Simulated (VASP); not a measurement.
# TiAl2 (Cmmm) in VASP: notebook, part 2 of 2

VASP 6.6.1.

### 4 Single point, r2SCAN

POSCAR

```
TiAl2
1.0
    1.9795500000     -6.0472000000      0.0000000000
    1.9795500000      6.0472000000      0.0000000000
    0.0000000000      0.0000000000      4.0315000000
Ti Al
2 4
Direct
    0.6490000000      0.3510000000      0.0000000000
    0.3510000000      0.6490000000      0.0000000000
    0.0000000000      0.0000000000      0.0000000000
    0.8240000000      0.1760000000      0.5000000000
    0.1760000000      0.8240000000      0.5000000000
    0.5000000000      0.5000000000      0.5000000000
```

INCAR.step1

```
ALGO     = Normal         # electronic algorithm
EDIFF    = 1E-4           # SCF threshold, eV
ENCUT    = 520            # plane-wave cutoff, eV
GGA      = PE             # functional
ISMEAR   = 0              # smearing method
LASPH    = True           # aspherical terms in the spheres
LCHARG   = False          # write CHGCAR
LREAL    = False          # projectors in reciprocal space
LWAVE    = True           # write WAVECAR
NBANDS   = 27             # bands
NELM     = 80             # most SCF steps
PREC     = Accurate       # precision mode
SIGMA    = 0.2            # smearing width, eV
```

INCAR.step2

```
ALGO     = Normal         # electronic algorithm
EDIFF    = 1E-7           # SCF threshold, eV
ENCUT    = 520            # plane-wave cutoff, eV
ISIF     = 2              # what is computed and relaxed
ISMEAR   = 0              # smearing method
ISTART   = 1            
LASPH    = True           # aspherical terms in the spheres
LCHARG   = False          # write CHGCAR
LMIXTAU  = True         
LREAL    = False          # projectors in reciprocal space
LWAVE    = False          # write WAVECAR
METAGGA  = R2SCAN         # meta-GGA
NBANDS   = 27             # bands
NELM     = 80             # most SCF steps
PREC     = Accurate       # precision mode
SIGMA    = 0.2            # smearing width, eV
```

KPOINTS

```
k-points
0
Gamma
  5 5 5
```

Potentials or basis: VASP PAW PBE potentials, release 64 (Ti_sv, Al).

On the command line:

```console
> cat potpaw_PBE.64/Ti_sv/POTCAR potpaw_PBE.64/Al/POTCAR > POTCAR
> cp INCAR.step1 INCAR
> mpirun -np 1 vasp_std > vasp.out
> cp INCAR.step2 INCAR
> mpirun -np 1 vasp_std > vasp.out
```

OUTCAR:

```text
EDIFF = 1E-7
   ENCUT = 520
   ISIF = 2
   ISMEAR = 0
   ISTART = 1
   LASPH = True
   LREAL = False
   METAGGA = R2SCAN
   NELM = 80
   PREC = Accurate

 ion  position               nearest neighbor table
   1  0.649  0.351  0.000-   3 2.68   3 2.68   6 2.70   6 2.70   5 2.84   5 2.84   5 2.84   5 2.84
                             4 2.92   4 2.92
   2  0.351  0.649  0.000-   3 2.68   3 2.68   6 2.70   6 2.70   4 2.84   4 2.84   4 2.84   4 2.84
[... 937 lines left out ...]
  -------------------------------------------------------------------------------------
  Total       -1.1035459     -0.1123592     -1.9841594      0.0000000      0.0000000      0.0000000
  in kB      -18.3182297     -1.8650989    -32.9359112      0.0000000      0.0000000      0.0000000
  external PRESSURE =     -17.7064133 kB  Pullay stress =       0.0000000 kB

 VOLUME and BASIS-vectors are now :
 -----------------------------------------------------------------------------
  energy-cutoff  :      520.00
  volume of cell :       96.52
      direct lattice vectors                 reciprocal lattice vectors
     1.979550000 -6.047200000  0.000000000     0.252582658 -0.082682895  0.000000000
     1.979550000  6.047200000  0.000000000     0.252582658  0.082682895  0.000000000
     0.000000000  0.000000000  4.031500000     0.000000000  0.000000000  0.248046633

 POSITION                                       TOTAL-FORCE (eV/Angst)
 -----------------------------------------------------------------------------------
      1.97955     -1.80207      0.00000         0.000000     -1.004301     -0.000000
      1.97955      1.80207      0.00000         0.000000      1.004301      0.000000
      0.00000      0.00000      0.00000         0.000000     -0.000000      0.000000
      1.97955     -3.91859      2.01575         0.000000     -0.213730      0.000000
      1.97955      3.91859      2.01575         0.000000      0.213730      0.000000
      1.97955      0.00000      2.01575         0.000000     -0.000000      0.000000
 -----------------------------------------------------------------------------------
    total drift:                                0.000000     -0.000000      0.000000

  FREE ENERGIE OF THE ION-ELECTRON SYSTEM (eV)
  ---------------------------------------------------
  free  energy   TOTEN  =       -55.5835345703 eV

  energy  without entropy=      -55.5297298011  energy(sigma->0) =      -55.55663219
```

OUTCAR.step1:

```text
EDIFF = 1E-4
   ENCUT = 520
   GGA = PE
   ISMEAR = 0
[... 964 lines left out ...]
      0.00000      0.00000      0.00000         0.000000      0.000000      0.000000
      1.97955     -3.91859      2.01575        -0.000000     -0.195806      0.000000
      1.97955      3.91859      2.01575        -0.000000      0.195806      0.000000
      1.97955      0.00000      2.01575        -0.000000      0.000000      0.000000
 -----------------------------------------------------------------------------------
    total drift:                                0.000000     -0.000000      0.000000

  FREE ENERGIE OF THE ION-ELECTRON SYSTEM (eV)
  ---------------------------------------------------
  free  energy   TOTEN  =       -33.1413100306 eV

  energy  without entropy=      -33.0795162226  energy(sigma->0) =      -33.11041313
```

Run time: 14 min. Hardware: 1 thread of AMD EPYC 7R13, shared host; peak memory 0.28 GiB.

Results:

```yaml
Free_energy: -55.5835 eV
Pressure: -1.8 GPa
Largest_force: 1.004 eV/Å
Band_gap_on_the_k_mesh: zero (bands 18 and 19 overlap by 0.68 eV)
```

Forces in eV/Å, atoms in the order of the input:
```
Ti   0.000 -1.004  0.000
Ti   0.000  1.004  0.000
Al   0.000  0.000  0.000
Al   0.000 -0.214  0.000
Al   0.000  0.214  0.000
Al   0.000  0.000  0.000
```

Caveat: the PAW data sets were made with another functional, which shifts forces and pressure a little.

### 5 The runs side by side

| smearing | gap on the mesh (eV) | pressure (GPa) | largest force (eV/Å) |
| --- | --- | --- | --- |
| gaussian 0.05 eV | none | -1.8 | 1.01 |
| gaussian 0.1 eV | none | -1.8 | 1.01 |
| gaussian 0.2 eV | none | -1.8 | 1.00 |

Alike in all rows: task single point; level r2SCAN; potentials or basis VASP PAW PBE potentials, release 64 (Ti_sv, Al); no spin polarisation; cell as given; k mesh 5 × 5 × 5; cutoff (eV) 520.

Caveats: the PAW data sets were made with another functional, which shifts forces and pressure a little.

Total energies depend on the potentials used, so only differences within one code and one set of settings carry meaning.
